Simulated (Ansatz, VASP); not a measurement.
## One calculation of MnHg, two programs

INCAR

```
ALGO = Fast
EDIFF = 1E-6
ENCUT = 520
GGA = PE
ISIF = 2
ISMEAR = -1
ISPIN = 2
LASPH = T
LCHARG = T
LELF = T
LMAXMIX = 4
LORBIT = 11
LREAL = F
LVHAR = T
LWAVE = F
MAGMOM = 0 4
NBANDS = 24
NELM = 150
PREC = Accurate
SIGMA = 0.05
```

The input KPOINTS:

```
k-points
0
Gamma
  7 7 7
```

POSCAR

```
MnHg
1.0
    3.2222400000      0.0000000000      0.0000000000
    0.0000000000      3.2222400000      0.0000000000
    0.0000000000      0.0000000000      3.3130000000
Hg Mn
1 1
Direct
    0.0000000000      0.0000000000      0.0000000000
    0.5000000000      0.5000000000      0.5000000000
```

The input input.yaml:

```yaml
crystal:
  lattice:
    - [3.22224, 0.0, 0.0]
    - [0.0, 3.22224, 0.0]
    - [0.0, 0.0, 3.313]
  atoms:
    - { symbol: Hg, position: [0.0, 0.0, 0.0] }
    - { symbol: Mn, position: [0.5, 0.5, 0.5], spin: 4.0 }
hamiltonian:
  xc: pbe
  pseudopotentials: { kind: paw }
magnetization:
  spin_polarized: true
kpoints:
  mp_grid: { grid: [7, 7, 7] }
  band_path:
    path:
      - [[0.0, 0.0, 0.0], [0.0, 0.5, 0.0], [0.5, 0.5, 0.0], [0.0, 0.0, 0.0], [0.0, 0.0, 0.5], [0.0, 0.5, 0.5], [0.5, 0.5, 0.5], [0.0, 0.0, 0.5]]
      - [[0.0, 0.5, 0.0], [0.0, 0.5, 0.5]]
      - [[0.5, 0.5, 0.0], [0.5, 0.5, 0.5]]
    npoints: 14
scf:
  occupations: { method: fermi_dirac, width: 0.05 }
  n_extra_bands: 6
output:
  forces: true
  stress: true
  eigenvalues: true
  fatbands: false
```

Alike in both runs: functional PBE; k mesh 7 × 7 × 7; occupations fermi-dirac, width 0.05 eV; collinear spin.

|  | VASP | Ansatz |
| --- | --- | --- |
| version | VASP 6.6.1 | Ansatz 0.2.0 |
| potentials or method | VASP PAW PBE potentials, release 64 (Hg, Mn_pv) | Ansatz PAW |
| plane-wave cutoff (eV) | 520 | 420 |
| valence electrons in the cell | 25 | 35 |
| task | single point | band structure |

Ansatz gave:

```
gap on the k mesh at the Fermi level (eV)                     : none
pressure (GPa)                                                : 5.8
traceless stress, the component that is largest in VASP (GPa) : -0.78
net moment per atom (μB)                                      : 1.91
size of the moment on the site where the two differ most (μB) : 0.02
```

Q: Estimate VASP's values.

A: gap on the k mesh at the Fermi level (eV): none; pressure (GPa): 6.5; traceless stress, the component that is largest in VASP (GPa): -0.80; net moment per atom (μB): 1.92; size of the moment on the site where the two differ most (μB): 0.05.

Site moments also hang on the region over which each program counts them. A gap of «none» marks a metal or a gap that the smearing closes. With one functional, cell and mesh, what is left measures potentials, basis and numerics. VASP's potentials hold 25 valence electrons a cell and Ansatz's 35, so a difference there can come from the potentials and not from the codes.

Neither program's run includes spin-orbit coupling.
